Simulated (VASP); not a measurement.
# NaLi5 (Cm) in VASP: single point with PBE

Aim: the single point of NaLi5 with PBE.

Program: VASP 6.6.1. These are calculated values, not measurements. Logs are shortened: lines on timing, memory, paths and dates and some standing lists are left out, and cuts for length are marked.

## (1) The cell of the first run

It takes space group Cm (No. 8, monoclinic). Conventional cell: a = 5.533 Å, b = 9.656 Å, c = 5.174 Å, α = 90.00°, β = 90.23°, γ = 90.00°. Within 4.2 Å of Na (site symmetry m) lie 12 Li at 3.20 to 3.26 Å. Within 4.1 Å of Li (site symmetry 1) lie 9 Li at 3.14 to 3.22 Å and 3 Na at 3.20 to 3.22 Å. Within 4.1 Å of Li (site symmetry 1) lie 10 Li at 3.10 to 3.43 Å and 2 Na at 3.25 Å. Within 4.1 Å of Li (site symmetry m) lie 10 Li at 3.11 to 3.40 Å and 2 Na at 3.25 to 3.26 Å.

## (2) Single point, PBE

INCAR

```
PREC = Accurate
ENCUT = 520
EDIFF = 1E-6
ISMEAR = 0
SIGMA = 0.1
LREAL = False
LASPH = True
NELM = 80
ALGO = Fast
ISIF = 2
LWAVE = False
LCHARG = False
GGA = PE
NBANDS = 20
```

KPOINTS

```
Automatic mesh
0
Gamma
  8 8 8
```

POSCAR

```
NaLi5
1.0
    2.7662541375     -4.8280344020      0.0100157065
    2.7662541375      4.8280344020      0.0100157065
   -0.0395699520      0.0000000000      5.1740694215
Na Li
1 5
Direct
    0.9981592944      0.9981592944      0.9997577563
    0.6652212817      0.3314618676     -0.0001870836
    0.3314618676      0.6652212817     -0.0001870836
    0.6468959729      0.0016721005      0.4997275656
    0.0016721005      0.6468959729      0.4997275656
    0.3553114186      0.3553114186      0.4997992710
```

Potentials or basis: VASP PAW PBE potentials, release 64 (Na_pv, Li_sv).

Run with:

```console
> cat potpaw_PBE.64/Na_pv/POTCAR potpaw_PBE.64/Li_sv/POTCAR > POTCAR
> mpirun -np 1 vasp_std > vasp.out
```

OUTCAR:

```text
PREC = Accurate
   ENCUT = 520
   EDIFF = 1E-6
   ISMEAR = 0
   LREAL = False
   LASPH = True
   NELM = 80
   ISIF = 2
   GGA = PE

 ion  position               nearest neighbor table
   1  0.998  0.998  1.000-
   2  0.665  0.331  1.000-
   3  0.331  0.665  1.000-
   4  0.647  0.002  0.500-
   5  0.002  0.647  0.500-
   6  0.355  0.355  0.500-

  LATTYP: Found a base centered monoclinic cell.
 ALAT       =     5.5325445385
 B/A-ratio  =     1.7453214767
 C/A-ratio  =     0.9352334525
 COS(beta)  =    -0.0040269239

  Lattice vectors:

 A1 = (   2.7662541375,  -4.8280344020,   0.0100157065)
 A2 = (   2.7662541375,   4.8280344020,   0.0100157065)
 A3 = (  -0.0395699520,   0.0000000000,   5.1740694215)

Analysis of symmetry for initial positions (statically):
=====================================================================
 Subroutine PRICEL returns:
 Original cell was already a primitive cell.

 Routine SETGRP: Setting up the symmetry group for a
 base centered monoclinic supercell.

 Subroutine GETGRP returns: Found  2 space group operations
 (whereof  2 operations were pure point group operations)
 out of a pool of  4 trial point group operations.

The static configuration has the point symmetry C_1h.

Analysis of symmetry for dynamics (positions and initial velocities):
=====================================================================
 Subroutine PRICEL returns:
 Original cell was already a primitive cell.

 Routine SETGRP: Setting up the symmetry group for a
 base centered monoclinic supercell.

 Subroutine GETGRP returns: Found  2 space group operations
 (whereof  2 operations were pure point group operations)
 out of a pool of  4 trial point group operations.

The dynamic configuration has the point symmetry C_1h.

 Subroutine INISYM returns: Found  2 space group operations
 (whereof  2 operations are pure point group operations),
 and found     1 'primitive' translations

----------------------------------------------------------------------------------------

                                     Primitive cell

  volume of cell :     138.2091

  direct lattice vectors                    reciprocal lattice vectors
     2.766254137 -4.828034402  0.010015707     0.180744838 -0.103561814  0.001382290
     2.766254137  4.828034402  0.010015707     0.180744838  0.103561814  0.001382290
    -0.039569952  0.000000000  5.174069421    -0.000699754  0.000000000  0.193266118

  length of vectors
     5.564366851  5.564366851  5.174220730     0.208316241  0.208316241  0.193267385

  position of ions in fractional coordinates (direct lattice)
     0.998159294  0.998159294  0.999757756
     0.665221282  0.331461868  0.999812916
     0.331461868  0.665221282  0.999812916
     0.646895973  0.001672101  0.499727566
     0.001672101  0.646895973  0.499727566
     0.355311419  0.355311419  0.499799271

  ion indices of the primitive-cell ions
   primitive index   ion index
                 1           1
                 2           2
                 3           3
                 4           4
                 5           5
                 6           6

----------------------------------------------------------------------------------------

 KPOINTS: Automatic mesh

Automatic generation of k-mesh.
 Grid dimensions read from file:
 generate k-points for:    8    8    8

 Generating k-lattice:

  Cartesian coordinates                     Fractional coordinates (reciprocal lattice)
     0.022593105 -0.012945227  0.000172786     0.125000000 -0.000000000 -0.000000000
     0.022593105  0.012945227  0.000172786    -0.000000000  0.125000000 -0.000000000
    -0.000087469  0.000000000  0.024158265     0.000000000  0.000000000  0.125000000

  Length of vectors
     0.026039530  0.026039530  0.024158423

  Shift w.r.t. Gamma in fractional coordinates (k-lattice)
     0.000000000  0.000000000  0.000000000

 Subroutine IBZKPT returns following result:
 ===========================================

 Found    150 irreducible k-points:

 Following reciprocal coordinates:
            Coordinates               Weight
  0.000000  0.000000  0.000000      1.000000
  0.125000  0.000000 -0.000000      4.000000
  0.250000  0.000000 -0.000000      4.000000
  0.375000  0.000000 -0.000000      4.000000
  0.500000  0.000000 -0.000000      2.000000
  0.125000  0.125000 -0.000000      2.000000
[... 16 lines left out ...]
  0.125000  0.000000  0.125000      4.000000
  0.250000  0.000000  0.125000      4.000000
 [... further k-points ...]
   k-points           NKPTS =    150   k-points in BZ     NKDIM =    150   number of bands    NBANDS=     20
   number of dos      NEDOS =    301   number of ions     NIONS =      6
   total plane-waves  NPLWV =  70560
   dimension x,y,z NGX =    42 NGY =   42 NGZ =   40
   dimension x,y,z NGXF=    84 NGYF=   84 NGZF=   80
   ions per type =               1   5
   NGX,Y,Z   is equivalent  to a cutoff of  12.55, 12.55, 12.85 a.u.
   NGXF,Y,Z  is equivalent  to a cutoff of  25.10, 25.10, 25.70 a.u.
 SYSTEM =  unknown system
   PREC   = accura    normal or accurate (medium, high low for compatibility)
   ISTART =      0    job   : 0-new  1-cont  2-samecut
   ICHARG =      2    charge: 1-file 2-atom 10-const
   ISPIN  =      1    spin polarized calculation?
   LNONCOLLINEAR =      F non collinear calculations
   LSORBIT =      F    spin-orbit coupling
   LASPH  =      T    aspherical Exc in radial PAW
   ENCUT  =  520.0 eV  38.22 Ry    6.18 a.u.  10.35 10.35  9.62*2*pi/ulx,y,z
   NELM   =     80;   NELMIN=  2; NELMDL= -5     # of ELM steps
   EDIFF  = 0.1E-05   stopping-criterion for ELM
   LREAL  =      F    real-space projection
   EDIFFG = 0.1E-04   stopping-criterion for IOM
   NSW    =      0    number of steps for IOM
   IBRION =     -1    ionic relax: 0-MD 1-quasi-New 2-CG
   NFREE  =      0    steps in history (QN), initial steepest desc. (CG)
   ISIF   =      2    stress and relaxation
   ISYM   =      2    0-nonsym 1-usesym 2-fastsym
   POTIM  = 0.5000    time-step for ionic-motion
   TEBEG  =    0.0;   TEEND  =   0.0 temperature during run
   PSTRESS=    0.0 pullay stress
   NELECT =      22.0000    total number of electrons
   NUPDOWN=      -1.0000    fix difference up-down
   EMIN   =  10.00;   EMAX   =-10.00  energy-range for DOS
   EFERMI =   0.00;   METHOD = LEGACY
   ISMEAR =     0;   SIGMA  =   0.10  broadening in eV -4-tet -1-fermi 0-gaus
   EFERMI_NEDOS =   21; number of points for ismear=-14 and -15
   IALGO  =     68    algorithm
   IMIX   =      4    mixing-type and parameters
     AMIX     =   0.40;   BMIX     =  1.00
     AMIX_MAG =   1.60;   BMIX_MAG =  1.00
  volume/ion in A,a.u.               =      23.03       155.45
  Fermi-wavevector in a.u.,A,eV,Ry     =   0.887231  1.676624 10.710224  0.787179
  Thomas-Fermi vector in A             =   2.008502
   LORBIT       =      0    0 simple, 1 ext, 2 COOP (PROOUT), +10 PAW based schemes
   GGA     = PE    functional components
   LHFCALC =     F    Hartree Fock is set to
   AEXX    =    0.0000 exact exchange contribution
   IVDW    =     0    specifies the selected vdW correction
   LEPSILON=     F    determine dielectric tensor
   LRPA    =     F    only Hartree local field effects (RPA)
 non-spin polarized calculation
 RMM-DIIS sequential band-by-band and
 Gauss-broadening in eV      SIGMA  =   0.10
  energy-cutoff  :      520.00
  volume of cell :      138.21
 maximum number of plane-waves:      3736
 NGX is ok and might be reduce to    42
   NGX = 21   NGY = 21   NGZ = 19

 number of electron      22.0000017 magnetization

 Free energy of the ion-electron system (eV)
  ---------------------------------------------------
  ext. energy  EPLUGINS =         0.00000000
  ---------------------------------------------------
  free energy    TOTEN  =       -10.65135540 eV

  energy without entropy =      -10.63374147  energy(sigma->0) =      -10.64254844

 E-fermi :   0.5627     XC(G=0):  -6.9320

 val. band max:        0.5477058220   @ k =  -0.2500   0.2500   0.3750
 cond. band min:       0.5676466785   @ k =  -0.2500   0.1250   0.0000
 fundamental gap:      0.0199408565
 Fermi energy:         0.5627115588

 k-point     1 :       0.0000    0.0000    0.0000
  band No.  band energies     occupation
      1     -46.2321      2.00000
      2     -46.2265      2.00000
      3     -46.1830      2.00000
      4     -46.1751      2.00000
      5     -46.1750      2.00000
      6     -23.7629      2.00000
[... 12 lines left out ...]
     19       6.2617      0.00000
     20       6.6057      0.00000

 k-point     2 :       0.1250    0.0000   -0.0000
  band No.  band energies     occupation
      1     -46.2319      2.00000
      2     -46.2267      2.00000
      3     -46.1827      2.00000
      4     -46.1753      2.00000
      5     -46.1751      2.00000
      6     -23.7629      2.00000
[... 12 lines left out ...]
     19       5.8690      0.00000
     20       6.6633      0.00000

 k-point     3 :       0.2500    0.0000   -0.0000
  band No.  band energies     occupation
      1     -46.2314      2.00000
      2     -46.2272      2.00000
      3     -46.1817      2.00000
      4     -46.1760      2.00000
      5     -46.1754      2.00000
      6     -23.7629      2.00000
[... 12 lines left out ...]
     19       5.4084      0.00000
     20       6.3907      0.00000

 k-point     4 :       0.3750    0.0000   -0.0000
  band No.  band energies     occupation
      1     -46.2307      2.00000
      2     -46.2279      2.00000
      3     -46.1804      2.00000
      4     -46.1771      2.00000
      5     -46.1756      2.00000
      6     -23.7630      2.00000
[... 429 lines left out ...]
 k-point    23 :       0.1250    0.0000    0.1250
  band No.  band energies     occupation
      1     -46.2319      2.00000
      2     -46.2267      2.00000
      3     -46.1827      2.00000
      4     -46.1753      2.00000
      5     -46.1751      2.00000
      6     -23.7629      2.00000
[... 12 lines left out ...]
     19       5.6165      0.00000
     20       5.8460      0.00000

 k-point    24 :       0.2500    0.0000    0.1250
  band No.  band energies     occupation
      1     -46.2313      2.00000
      2     -46.2272      2.00000
      3     -46.1818      2.00000
      4     -46.1760      2.00000
      5     -46.1754      2.00000
      6     -23.7630      2.00000
[... 12 lines left out ...]
     19       5.3687      0.00000
     20       5.8159      0.00000

 [... further k-points ...]

------------------------ aborting loop because EDIFF is reached ----------------------------------------

  FORCE on cell =-STRESS in cart. coord.  units (eV):
  Direction    XX          YY          ZZ          XY          YZ          ZX
  --------------------------------------------------------------------------------------
  -------------------------------------------------------------------------------------
  Total       -0.0359009     -0.0530838     -0.0370827      0.0000000      0.0000000      0.0082560
  in kB       -0.4161777     -0.6153694     -0.4298780      0.0000000      0.0000000      0.0957066
  external PRESSURE =      -0.4871417 kB  Pullay stress =       0.0000000 kB

 VOLUME and BASIS-vectors are now :
 -----------------------------------------------------------------------------
  energy-cutoff  :      520.00
  volume of cell :      138.21
      direct lattice vectors                 reciprocal lattice vectors
     2.766254137 -4.828034402  0.010015707     0.180744838 -0.103561814  0.001382290
     2.766254137  4.828034402  0.010015707     0.180744838  0.103561814  0.001382290
    -0.039569952  0.000000000  5.174069421    -0.000699754  0.000000000  0.193266118

 POSITION                                       TOTAL-FORCE (eV/Angst)
 -----------------------------------------------------------------------------------
      5.48276      0.00000      5.19281         0.000421      0.000000     -0.000092
      2.71752     -1.61140      5.18308        -0.000264      0.000104     -0.000325
      2.71752      1.61140      5.18308        -0.000264     -0.000104     -0.000325
      1.77433     -3.11516      2.59212         0.000696     -0.001673      0.000043
      1.77433      3.11516      2.59212         0.000696      0.001673      0.000043
      1.94599      0.00000      2.59311        -0.001285      0.000000      0.000657
 -----------------------------------------------------------------------------------
    total drift:                                0.000863     -0.000000     -0.000093

  FREE ENERGIE OF THE ION-ELECTRON SYSTEM (eV)
  ---------------------------------------------------
  free  energy   TOTEN  =       -10.6513553989 eV

  energy  without entropy=      -10.6337414747  energy(sigma->0) =      -10.64254844
```

Run time: 9.9 min. Hardware: 1 thread of Intel Xeon 6975P-C (Granite Rapids), shared host; peak memory 0.46 GiB.

What came out:

- Free energy: -10.6514 eV
- Band gap on the k mesh: zero (bands 11 and 12 overlap by 2.67 eV)

Caveat: the cutoff is under 1.25 times the usual one of these potentials, so pressure, stress and relaxed cells hold a basis-set (Pulay) error.
